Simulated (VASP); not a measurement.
A run of VASP 6.6.1 is set up as follows.

File INCAR:

```
PREC     = Accurate       # precision mode
ENCUT    = 600            # plane-wave cutoff, eV
EDIFF    = 1E-7           # SCF threshold, eV
ISMEAR   = 0              # smearing method
SIGMA    = 0.1            # smearing width, eV
LREAL    = F              # projectors in reciprocal space
LASPH    = T              # aspherical terms in the spheres
NELM     = 150            # most SCF steps
ALGO     = Normal         # electronic algorithm
ISIF     = 3              # what is computed and relaxed
LWAVE    = F              # write WAVECAR
LCHARG   = F              # write CHGCAR
ISPIN    = 2              # spin polarisation
MAGMOM   = -0.31 -0.31 0.82 0.82 0.82 0.82 # initial moments
LORBIT   = 11             # projections on sites
LMAXMIX  = 4              # l up to which the mixer works
GGA      = PS             # functional
IBRION   = 2              # ionic algorithm
NSW      = 80             # ionic steps
EDIFFG   = -0.01          # ionic threshold
```

File KPOINTS:

```
Automatic mesh
0
Gamma
  4 4 4
```

The input POSCAR:

```
TiCo2
1.0
    0.0000000000      3.3520000000      3.3520000000
    3.3520000000      0.0000000000      3.3520000000
    3.3520000000      3.3520000000      0.0000000000
Ti Co
2 4
Direct
    0.5000000000      0.5000000000      0.5000000000
    0.7500000000      0.7500000000      0.7500000000
    0.1250000000      0.1250000000      0.1250000000
    0.6250000000      0.1250000000      0.1250000000
    0.1250000000      0.1250000000      0.6250000000
    0.1250000000      0.6250000000      0.1250000000
```

Potentials or basis: VASP PAW PBE potentials, release 64 (Ti_sv, Co).

The run is started by

```bash
$ cat potpaw_PBE.64/Ti_sv/POTCAR potpaw_PBE.64/Co/POTCAR > POTCAR
$ mpirun -np 1 vasp_std > vasp.out
```

Question: Predict the net moment.

Answer: 0.00 μB per cell.

Question: Estimate the space group after relaxing (to 0.05 Å).

Answer: Fd-3m (No. 227).

Final structure:
```
Ti Co
1.0
     0.00000    3.27395    3.27395
     3.27395    0.00000    3.27395
     3.27395    3.27395    0.00000
Ti Co
2 4
Direct
  0.50000 0.50000 0.50000
  0.75000 0.75000 0.75000
  0.12500 0.12500 0.12500
  0.62500 0.12500 0.12500
  0.12500 0.12500 0.62500
  0.12500 0.62500 0.12500
```

Caveat: the k points lie up to 0.42 Å⁻¹ apart in the final cell.
